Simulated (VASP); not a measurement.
# W (I4/mmm) in VASP: further runs, part 2 of 3

VASP 6.6.1.

## Step 3: Single point, LDA (14.67 Å³/atom)

The input, INCAR:

```
ALGO = Fast
EDIFF = 1E-6
ENCUT = 520
GGA = CA
ISIF = 2
ISMEAR = 0
LASPH = T
LCHARG = T
LELF = T
LREAL = F
LVHAR = T
LWAVE = F
NBANDS = 13
NELM = 60
PREC = Accurate
SIGMA = 0.15
```

The input, KPOINTS:

```
k-points
0
Gamma
  22 22 22
```

The input, POSCAR:

```
W
1.0
    0.0000000000      2.0812096145      1.6938965053
    2.0812096145      0.0000000000      1.6938965053
    2.0812096145      2.0812096145      0.0000000000
W
1
Direct
    0.0000000000      0.0000000000      0.0000000000
```

Potentials or basis: VASP PAW LDA potentials, release 64 (W_sv).

Run with:

```
$ cat potpaw_LDA.64/W_sv/POTCAR > POTCAR
$ mpirun -np 1 vasp_std > vasp.out
```

OUTCAR:

```text
EDIFF = 1E-6
   ENCUT = 520
   GGA = CA
   ISIF = 2
   ISMEAR = 0
   LASPH = T
   LREAL = F
   NELM = 60
   PREC = Accurate

 ion  position               nearest neighbor table
   1  0.000  0.000  0.000-

  LATTYP: Found a body centered tetragonal cell.
 ALAT       =     2.9432748630
 C/A-ratio  =     1.1510284185

  Lattice vectors:

 A1 = (   0.0000000000,  -2.0812096145,  -1.6938965053)
 A2 = (   0.0000000000,   2.0812096145,  -1.6938965053)
 A3 = (   2.0812096145,   0.0000000000,   1.6938965053)

Analysis of symmetry for initial positions (statically):
=====================================================================
 Subroutine PRICEL returns:
 Original cell was already a primitive cell.

 Routine SETGRP: Setting up the symmetry group for a
 body centered tetragonal supercell.

 Subroutine GETGRP returns: Found 16 space group operations
 (whereof 16 operations were pure point group operations)
 out of a pool of 16 trial point group operations.

The static configuration has the point symmetry D_4h.

Analysis of symmetry for dynamics (positions and initial velocities):
=====================================================================
 Subroutine PRICEL returns:
 Original cell was already a primitive cell.

 Routine SETGRP: Setting up the symmetry group for a
 body centered tetragonal supercell.

 Subroutine GETGRP returns: Found 16 space group operations
 (whereof 16 operations were pure point group operations)
 out of a pool of 16 trial point group operations.

The dynamic configuration has the point symmetry D_4h.

 Subroutine INISYM returns: Found 16 space group operations
 (whereof 16 operations are pure point group operations),
 and found     1 'primitive' translations

----------------------------------------------------------------------------------------

                                     Primitive cell

  volume of cell :      14.6740

  direct lattice vectors                    reciprocal lattice vectors
     0.000000000  2.081209615  1.693896505    -0.240244902  0.240244902  0.295177420
     2.081209615  0.000000000  1.693896505     0.240244902 -0.240244902  0.295177420
     2.081209615  2.081209615  0.000000000     0.240244902  0.240244902 -0.295177420

  length of vectors
     2.683415516  2.683415516  2.943274863     0.450072144  0.450072144  0.450072144

  position of ions in fractional coordinates (direct lattice)
     0.000000000  0.000000000  0.000000000

  ion indices of the primitive-cell ions
   primitive index   ion index
                 1           1

----------------------------------------------------------------------------------------

 KPOINTS: k-points

Automatic generation of k-mesh.
 Grid dimensions read from file:
 generate k-points for:   22   22   22

 Generating k-lattice:

  Cartesian coordinates                     Fractional coordinates (reciprocal lattice)
    -0.010920223  0.010920223  0.013417155     0.045454545 -0.000000000  0.000000000
     0.010920223 -0.010920223  0.013417155    -0.000000000  0.045454545  0.000000000
     0.010920223  0.010920223 -0.013417155     0.000000000  0.000000000  0.045454545

  Length of vectors
     0.020457825  0.020457825  0.020457825

  Shift w.r.t. Gamma in fractional coordinates (k-lattice)
     0.000000000  0.000000000  0.000000000

 Subroutine IBZKPT returns following result:
 ===========================================

 Found    834 irreducible k-points:

 Following reciprocal coordinates:
            Coordinates               Weight
  0.000000  0.000000  0.000000      1.000000
  0.045455 -0.000000  0.000000      8.000000
  0.090909 -0.000000  0.000000      8.000000
  0.136364  0.000000  0.000000      8.000000
  0.181818  0.000000  0.000000      8.000000
  0.227273  0.000000  0.000000      8.000000
[... 16 lines left out ...]
  0.500000  0.045455  0.000000      8.000000
 -0.454545  0.045455  0.000000      8.000000
 [... further k-points ...]
   k-points           NKPTS =    834   k-points in BZ     NKDIM =    834   number of bands    NBANDS=     13
   number of dos      NEDOS =    301   number of ions     NIONS =      1
   total plane-waves  NPLWV =   9600
   dimension x,y,z NGX =    20 NGY =   20 NGZ =   24
   dimension x,y,z NGXF=    40 NGYF=   40 NGZF=   48
   ions per type =               1
   NGX,Y,Z   is equivalent  to a cutoff of  12.39, 12.39, 13.56 a.u.
   NGXF,Y,Z  is equivalent  to a cutoff of  24.78, 24.78, 27.11 a.u.
 SYSTEM =  unknown system
   PREC   = accura    normal or accurate (medium, high low for compatibility)
   ISTART =      0    job   : 0-new  1-cont  2-samecut
   ICHARG =      2    charge: 1-file 2-atom 10-const
   ISPIN  =      1    spin polarized calculation?
   LNONCOLLINEAR =      F non collinear calculations
   LSORBIT =      F    spin-orbit coupling
   LASPH  =      T    aspherical Exc in radial PAW
   ENCUT  =  520.0 eV  38.22 Ry    6.18 a.u.   4.99  4.99  5.47*2*pi/ulx,y,z
   NELM   =     60;   NELMIN=  2; NELMDL= -5     # of ELM steps
   EDIFF  = 0.1E-05   stopping-criterion for ELM
   LREAL  =      F    real-space projection
   EDIFFG = 0.1E-04   stopping-criterion for IOM
   NSW    =      0    number of steps for IOM
   IBRION =     -1    ionic relax: 0-MD 1-quasi-New 2-CG
   NFREE  =      0    steps in history (QN), initial steepest desc. (CG)
   ISIF   =      2    stress and relaxation
   ISYM   =      2    0-nonsym 1-usesym 2-fastsym
   POTIM  = 0.5000    time-step for ionic-motion
   TEBEG  =    0.0;   TEEND  =   0.0 temperature during run
   PSTRESS=    0.0 pullay stress
   NELECT =      14.0000    total number of electrons
   NUPDOWN=      -1.0000    fix difference up-down
   EMIN   =  10.00;   EMAX   =-10.00  energy-range for DOS
   EFERMI =   0.00;   METHOD = LEGACY
   ISMEAR =     0;   SIGMA  =   0.15  broadening in eV -4-tet -1-fermi 0-gaus
   EFERMI_NEDOS =   21; number of points for ismear=-14 and -15
   IALGO  =     68    algorithm
   IMIX   =      4    mixing-type and parameters
     AMIX     =   0.40;   BMIX     =  1.00
     AMIX_MAG =   1.60;   BMIX_MAG =  1.00
  volume/ion in A,a.u.               =      14.67        99.03
  Fermi-wavevector in a.u.,A,eV,Ry     =   1.611640  3.045558 35.339542  2.597383
  Thomas-Fermi vector in A             =   2.706998
   LORBIT       =      0    0 simple, 1 ext, 2 COOP (PROOUT), +10 PAW based schemes
   GGA     = CA    functional components
   LHFCALC =     F    Hartree Fock is set to
   AEXX    =    0.0000 exact exchange contribution
   IVDW    =     0    specifies the selected vdW correction
   LEPSILON=     F    determine dielectric tensor
   LRPA    =     F    only Hartree local field effects (RPA)
 non-spin polarized calculation
 RMM-DIIS sequential band-by-band and
 Gauss-broadening in eV      SIGMA  =   0.15
  energy-cutoff  :      520.00
  volume of cell :       14.67
 maximum number of plane-waves:       418
   NGX =  9   NGY =  9   NGZ = 11

 number of electron      14.0000003 magnetization

 Free energy of the ion-electron system (eV)
  ---------------------------------------------------
  ext. energy  EPLUGINS =         0.00000000
  ---------------------------------------------------
  free energy    TOTEN  =       -13.86104494 eV

  energy without entropy =      -13.85367527  energy(sigma->0) =      -13.85736010

 E-fermi :  12.4741     XC(G=0): -14.2644

 val. band max:       12.4727913638   @ k =  -0.1364   0.1364   0.0000
 cond. band min:      12.4757081024   @ k =   0.0455   0.0000   0.0455
 fundamental gap:      0.0029167386
 Fermi energy:        12.4741468568

 k-point     1 :       0.0000    0.0000    0.0000
  band No.  band energies     occupation
      1     -61.1559      2.00000
      2     -24.8328      2.00000
      3     -24.8327      2.00000
      4     -24.8327      2.00000
      5       2.5258      2.00000
      6      10.7131      2.00000
      7      10.7131      2.00000
      8      12.5320      0.58528
      9      13.3767      0.00000
     10      15.7909      0.00000
     11      25.7299      0.00000
     12      28.3779      0.00000
     13      28.3779      0.00000
[... 353 lines left out ...]
 k-point    24 :      -0.4545    0.0455    0.0000
  band No.  band energies     occupation
      1     -60.9685      2.00000
      2     -26.4974      2.00000
      3     -25.2752      2.00000
      4     -24.8874      2.00000
      5       5.8418      2.00000
      6       9.4526      2.00000
      7      12.2369      1.97471
      8      13.6019      0.00000
      9      16.7195      0.00000
     10      18.5535      0.00000
     11      24.4858      0.00000
     12      24.9206      0.00000
     13      31.5644      0.00000

 [... further k-points ...]

------------------------ aborting loop because EDIFF is reached ----------------------------------------

  FORCE on cell =-STRESS in cart. coord.  units (eV):
  Direction    XX          YY          ZZ          XY          YZ          ZX
  --------------------------------------------------------------------------------------
  -------------------------------------------------------------------------------------
  Total        3.2830987      3.2830987     -0.1310139      0.0000000      0.0000000      0.0000000
  in kB      358.4643823    358.4643823    -14.3047177      0.0000000      0.0000000      0.0000000
  external PRESSURE =     234.2080156 kB  Pullay stress =       0.0000000 kB

 VOLUME and BASIS-vectors are now :
 -----------------------------------------------------------------------------
  energy-cutoff  :      520.00
  volume of cell :       14.67
      direct lattice vectors                 reciprocal lattice vectors
     0.000000000  2.081209615  1.693896505    -0.240244902  0.240244902  0.295177420
     2.081209615  0.000000000  1.693896505     0.240244902 -0.240244902  0.295177420
     2.081209615  2.081209615  0.000000000     0.240244902  0.240244902 -0.295177420

 POSITION                                       TOTAL-FORCE (eV/Angst)
 -----------------------------------------------------------------------------------
      0.00000      0.00000      0.00000         0.000000     -0.000000      0.000000
 -----------------------------------------------------------------------------------
    total drift:                                0.000000     -0.000000      0.000000

  FREE ENERGIE OF THE ION-ELECTRON SYSTEM (eV)
  ---------------------------------------------------
  free  energy   TOTEN  =       -13.8610449367 eV

  energy  without entropy=      -13.8536752650  energy(sigma->0) =      -13.85736010
```

OSZICAR:

```text
N       E                     dE             d eps       ncg     rms          rms(c)
DAV:   1     0.836265210929E+02    0.83627E+02   -0.74914E+03 21824   0.124E+03
DAV:   2    -0.128757750586E+02   -0.96502E+02   -0.92827E+02 24299   0.320E+02
DAV:   3    -0.144680931308E+02   -0.15923E+01   -0.15871E+01 23889   0.396E+01
DAV:   4    -0.144739270394E+02   -0.58339E-02   -0.58337E-02 24314   0.264E+00
DAV:   5    -0.144739704037E+02   -0.43364E-04   -0.43364E-04 24259   0.214E-01    0.241E+01
RMM:   6    -0.139988252418E+02    0.47515E+00   -0.32370E-01 23456   0.521E+00    0.105E+01
RMM:   7    -0.138652348868E+02    0.13359E+00   -0.23516E-01 23722   0.443E+00    0.536E-01
RMM:   8    -0.138610501838E+02    0.41847E-02   -0.93800E-03 27194   0.111E+00    0.179E-01
RMM:   9    -0.138610343240E+02    0.15860E-04   -0.13928E-03 26531   0.460E-01    0.337E-02
RMM:  10    -0.138610485679E+02   -0.14244E-04   -0.16233E-04 28831   0.165E-01    0.184E-02
RMM:  11    -0.138610440615E+02    0.45063E-05   -0.59803E-05 27050   0.925E-02    0.953E-03
RMM:  12    -0.138610447510E+02   -0.68944E-06   -0.11967E-05 25825   0.430E-02    0.210E-03
RMM:  13    -0.138610449367E+02   -0.18573E-06   -0.21505E-06 19767   0.176E-02
   1 F= -.13861045E+02 E0= -.13857360E+02  d E =-.736967E-02
```

stdout:

```text
POSCAR found type information on POSCAR W
 POSCAR found :  1 types and       1 ions
 scaLAPACK will be used
 LDA part: xc-table for (Slater(with rela. corr.)+CA(PZ))
 , standard interpolation
 POSCAR, INCAR and KPOINTS ok, starting setup
 FFT: planning ... GRIDC
 FFT: planning ... GRID_SOFT
 FFT: planning ... GRID
 WAVECAR not read
 entering main loop
WARNING in EDDRMM: call to ZHEGV failed, returncode =   8  4     11
```

It took 3.1 min on 1 thread of Intel Xeon 8259CL, shared host; peak memory 0.25 GiB.

What came out:

```yaml
Free_energy: -13.8610 eV
Pressure: 23.4 GPa
Band_gap_on_the_k_mesh: zero (bands 7 and 8 overlap by 6.42 eV)
```

Caveat: the stress differs along the axes, from -1 to 36 GPa; spin-orbit coupling is left out, which moves the levels of the heavy elements.

(Part 2 of 3 ends here.)
